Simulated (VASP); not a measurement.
# H17O8F in VASP: notebook, part 2 of 3

VASP 6.6.1.

### 3 Single point, PBEsol

Contents of INCAR:

```
SYSTEM = H17O8F
PREC = Accurate ; ENCUT = 520
EDIFF = 1E-6 ; ISMEAR = -1
SIGMA = 0.05 ; LREAL = Auto
LASPH = .True. ; NELM = 60
ALGO = Normal ; ISIF = 2
LWAVE = .False. ; LCHARG = .False.
GGA = PS ; NBANDS = 55
```

Contents of KPOINTS:

```
Automatic mesh
0
Gamma
  1 1 1
  0 0 0
```

Contents of POSCAR:

```
H17O8F
1.0
    6.4950650000      0.0000000000      0.0000000000
    0.0000000000      6.4950650000      0.0000000000
    0.0000000000      0.0000000000      6.4950650000
O H F
8 17 1
Direct
   -0.1261881136      0.8672276567      0.8605764530
    0.7167903631      0.2411061321      0.0464814440
    0.1285745408      0.6236889084      0.2206752357
    0.9229468835      0.4228749058      0.5239208538
    0.4735287484      0.0955340709      0.6653974979
    0.6370529009      0.5515572208      0.7631024478
    0.4564542464      0.3434915586      0.3613358758
    0.1946092918      0.5721266839      0.8239486441
   -0.0025557866      0.7920475007      0.8340178274
   -0.1147332629      1.0181730283      0.8480900499
    0.7704464851      0.1597674542      0.1720844980
    0.6349590035      0.1437091084     -0.0366739979
    0.1280356702      0.7712163004      0.2454632864
    0.1368577528      0.6001787511      0.0696682789
    0.7911083261      0.4914808397      0.5820573004
    0.9598672223      0.4936825113      0.3898498321
    0.4234291728      0.2035237523      0.5669381292
    0.5817339780      0.0388294805      0.5686163264
    0.6943579471      0.6878299139      0.8023630249
    0.6567755673      0.4547298603      0.8784053739
    0.3486801133      0.4467699707      0.3295271102
    0.5354834786      0.3294039398      0.2284349733
    0.3395501046      0.5839818385      0.7833639848
    0.1419231370      0.4973776244      0.7083839808
    0.8670275047      0.2242163858      0.4583018030
    0.8361887063      0.0797220659      0.3836451213
```

Potentials or basis: VASP PAW PBE potentials, release 64 (O, H, F).

On the command line:

```bash
> cat potpaw_PBE.64/O/POTCAR potpaw_PBE.64/H/POTCAR potpaw_PBE.64/F/POTCAR > POTCAR
> mpirun -np 1 vasp_gam > vasp.out
```

OUTCAR:

```text
SYSTEM = H17O8F
   PREC = Accurate
   ENCUT = 520
   EDIFF = 1E-6
   ISMEAR = -1
   LREAL = Auto
   LASPH = .True.
   NELM = 60
   ISIF = 2
   GGA = PS

 ion  position               nearest neighbor table
   1  0.874  0.867  0.861-   9 0.96  10 0.99
   2  0.717  0.241  0.046-  12 0.99  11 1.03
   3  0.129  0.624  0.221-  13 0.97  14 0.99
   4  0.923  0.423  0.524-  16 1.01  15 1.04  25 1.41
   5  0.474  0.096  0.665-  17 1.00  18 1.01
   6  0.637  0.552  0.763-  20 0.99  19 0.99
   7  0.456  0.343  0.361-  21 0.99  22 1.01
   8  0.195  0.572  0.824-  24 0.96  23 0.98
[... 290 lines left out ...]
  Total        0.0755206     -1.5706319     -1.1285224      0.4188499      0.0510575      1.1428716
  in kB        0.4415965     -9.1840551     -6.5988802      2.4491675      0.2985517      6.6827855
  external PRESSURE =      -5.1137796 kB  Pullay stress =       0.0000000 kB

 VOLUME and BASIS-vectors are now :
 -----------------------------------------------------------------------------
  energy-cutoff  :      520.00
  volume of cell :      274.00
      direct lattice vectors                 reciprocal lattice vectors
     6.495065000  0.000000000  0.000000000     0.153963047  0.000000000  0.000000000
     0.000000000  6.495065000  0.000000000     0.000000000  0.153963047  0.000000000
     0.000000000  0.000000000  6.495065000     0.000000000  0.000000000  0.153963047

 POSITION                                       TOTAL-FORCE (eV/Angst)
 -----------------------------------------------------------------------------------
      5.67546      5.63270      5.58950        -1.745119      0.877088      0.376582
      4.65560      1.56600      0.30190        -0.023131     -0.569781      0.324150
      0.83510      4.05090      1.43330        -0.105538     -0.368775      0.583191
      5.99460      2.74660      3.40290        -0.433325     -0.323051     -0.862215
      3.07560      0.62050      4.32180         0.957271     -0.624095     -0.750197
      4.13770      3.58240      4.95640        -0.741084      0.181583     -0.411769
[... 18 lines left out ...]
      5.63140      1.45630      2.97670         0.245791      0.185775     -0.132493
      5.43110      0.51780      2.49180         0.119243      0.441926      0.395592
 -----------------------------------------------------------------------------------
    total drift:                                0.004507     -0.004479      0.016722

  FREE ENERGIE OF THE ION-ELECTRON SYSTEM (eV)
  ---------------------------------------------------
  free  energy   TOTEN  =      -126.7843207355 eV

  energy  without entropy=     -126.7843207355  energy(sigma->0) =     -126.78432074
```

OSZICAR:

```text
N       E                     dE             d eps       ncg     rms          rms(c)
DAV:   1     0.545634000790E+03    0.54563E+03   -0.39956E+04   118   0.119E+03
DAV:   2    -0.837829824980E+02   -0.62942E+03   -0.60761E+03   133   0.288E+02
DAV:   3    -0.137101097785E+03   -0.53318E+02   -0.52978E+02   140   0.913E+01
DAV:   4    -0.137868526406E+03   -0.76743E+00   -0.76580E+00   140   0.122E+01
DAV:   5    -0.137878565243E+03   -0.10039E-01   -0.10033E-01   140   0.133E+00    0.203E+01
DAV:   6    -0.127098891534E+03    0.10780E+02   -0.33979E+01   132   0.245E+01    0.770E+00
DAV:   7    -0.126886660767E+03    0.21223E+00   -0.13956E+00   140   0.471E+00    0.486E+00
DAV:   8    -0.126780270108E+03    0.10639E+00   -0.37050E-01   140   0.323E+00    0.848E-01
DAV:   9    -0.126772068787E+03    0.82013E-02   -0.49782E-02   140   0.114E+00    0.321E-01
DAV:  10    -0.126780691394E+03   -0.86226E-02   -0.15183E-02   124   0.560E-01    0.180E-01
DAV:  11    -0.126783151236E+03   -0.24598E-02   -0.10625E-03   132   0.239E-01    0.797E-02
DAV:  12    -0.126784246689E+03   -0.10955E-02   -0.11251E-03   124   0.196E-01    0.295E-02
DAV:  13    -0.126784313536E+03   -0.66847E-04   -0.12482E-04   132   0.784E-02    0.182E-02
DAV:  14    -0.126784319926E+03   -0.63901E-05   -0.28399E-05   124   0.287E-02    0.844E-03
DAV:  15    -0.126784320736E+03   -0.80939E-06   -0.78098E-06   132   0.157E-02
   1 F= -.12678432E+03 E0= -.12678432E+03  d E =-.276207E-10
```

It took 15 s on 1 thread of Intel Xeon 6975P-C (Granite Rapids), shared host; peak memory 0.3 GiB.

Results:

```yaml
Free_energy: -126.7843 eV
Pressure: -0.5 GPa
Largest_force: 1.989 eV/Å
Band_gap_on_the_k_mesh: 4.35 eV
```

Forces in eV/Å, atoms in the order of the input:
```
O   -1.745  0.877  0.377
O   -0.023 -0.570  0.324
O   -0.106 -0.369  0.583
O   -0.433 -0.323 -0.862
O    0.957 -0.624 -0.750
O   -0.741  0.182 -0.412
O   -0.352  0.835 -0.991
O    0.564  0.658  0.518
H    1.620 -0.281 -0.415
H    0.410 -0.684 -0.044
H   -0.207  0.417 -0.682
H   -0.190  0.144 -0.104
H   -0.070  0.118 -0.067
H    0.096 -0.020 -0.232
H    0.286 -0.467  0.370
H    0.258  0.009  0.399
H    0.203 -0.100  0.255
H   -0.759  0.218  1.060
H    0.246  0.190  0.305
H    0.321 -0.024  0.099
H    0.105 -0.067 -0.044
H   -0.225 -0.186  0.553
H    0.782  0.282  0.381
H   -1.362 -0.844 -0.886
H    0.246  0.186 -0.132
F    0.119  0.442  0.396
```

Stress tensor (GPa, compression positive):
```
 0.04  0.24  0.67
 0.24 -0.92  0.03
 0.67  0.03 -0.66
```

Caveat: the k points lie up to 0.97 Å⁻¹ apart; the PAW data sets were made with another functional, which shifts forces and pressure a little.

### 4 Single point, PBEsol

Contents of INCAR:

```
PREC = Accurate ; ENCUT = 520
EDIFF = 1E-6 ; ISMEAR = -1
SIGMA = 0.05 ; LREAL = Auto
LASPH = T ; NELM = 80
ALGO = Normal ; ISIF = 2
LWAVE = F ; LCHARG = T
GGA = PS ; LELF = T
LVHAR = T ; NBANDS = 55
```

Contents of KPOINTS:

```
Automatic mesh
0
Gamma
  1 1 1
```

Contents of POSCAR:

```
H17O8F
1.0
    6.4950650000      0.0000000000      0.0000000000
    0.0000000000      6.4950650000      0.0000000000
    0.0000000000      0.0000000000      6.4950650000
O H F
8 17 1
Direct
   -0.1011999110      0.8431170435      0.8413926573
    0.7296616739      0.2294049405      0.0248034469
    0.0912077092      0.6010255479      0.2198746279
    0.9145097085      0.4210427455      0.5132666109
    0.4972082650      0.0728553140      0.6899546040
    0.6208559884      0.5342517742      0.7457508123
    0.4188718666      0.3693727468      0.3639686439
    0.1986585200      0.5426273640      0.8171742700
    0.0416931932      0.7990990082      0.8162196991
   -0.1195984952      0.9985581361      0.8368353511
    0.7710931299      0.1678505142      0.1563340783
    0.6237197010      0.1514534497     -0.0408156038
    0.0912231055      0.7493843403      0.2277421396
    0.1104684865      0.5667225809      0.0744103408
    0.7750345839      0.4622278607      0.5665840142
    0.9528465073      0.4862153035      0.3869861195
    0.4520662996      0.1671576805      0.5850749762
    0.5858601877     -0.0277441411      0.6093395524
    0.6985765346      0.6641811899      0.7705850519
    0.6783611865      0.4534057781      0.8624394059
    0.2990270305      0.4545605009      0.3206588387
    0.5063228774      0.3453545115      0.2436311261
    0.3427679323      0.5125429846      0.8355266652
    0.1297292637      0.4535443448      0.7143731433
    0.8740482197      0.2148862252      0.4606574376
    0.8542793644      0.0739946405      0.3828445135
```

On the command line:

```bash
> cat potpaw_PBE.64/O/POTCAR potpaw_PBE.64/H/POTCAR potpaw_PBE.64/F/POTCAR > POTCAR
> mpirun -np 1 vasp_gam > vasp.out
```

It took 16 s on 1 thread of Intel Xeon 6975P-C (Granite Rapids), shared host; peak memory 0.3 GiB.

The run converged. Its results:

| Item | Value |
| --- | --- |
| Free energy | -126.6431 eV |
| Pressure | 0.4 GPa |
| Largest force | 3.054 eV/Å |
| Band gap on the k mesh | 4.81 eV |

Forces in eV/Å, atoms in the order of the input:
```
O   -0.653  1.277  0.005
O    0.736  1.368  0.070
O    0.140 -0.251  0.530
O   -0.511 -2.339  1.896
O    1.275 -1.974  0.071
O    0.322  0.214  0.717
O   -0.094 -0.208  0.159
O   -1.489  0.282  0.604
H   -0.008  0.123 -0.185
H    0.523 -1.577  0.130
H    0.167 -0.503  0.466
H   -1.078 -0.985 -0.800
H   -0.123  0.554  0.095
H    0.039 -0.182 -1.127
H   -0.214  0.412  0.365
H    0.545  1.195 -1.739
H   -0.365  1.059 -0.963
H   -0.901  1.113  0.882
H    0.020  0.359 -0.023
H   -0.099 -0.446 -0.083
H    0.352 -0.046 -0.092
H   -0.117  0.073 -0.105
H    1.044 -0.144 -0.724
H    0.244  0.243  0.082
H    0.384  0.200 -0.400
F   -0.137  0.182  0.168
```

Stress tensor (GPa, compression positive):
```
 0.44  0.55 -0.17
 0.55 -0.42 -1.09
-0.17 -1.09  1.28
```

Levels at points of the mesh, in eV from the valence-band top:
| k point | band 34 | band 35 | band 36 | band 37 | band 38 | band 39 |
| --- | --- | --- | --- | --- | --- | --- |
| (0.00, 0.00, 0.00) | -0.33 | -0.13 | 0.00 | 4.81 | 8.06 | 8.24 |

Caveat: the k points lie up to 0.97 Å⁻¹ apart; the PAW data sets were made with another functional, which shifts forces and pressure a little.

[end of part 2 of 3]
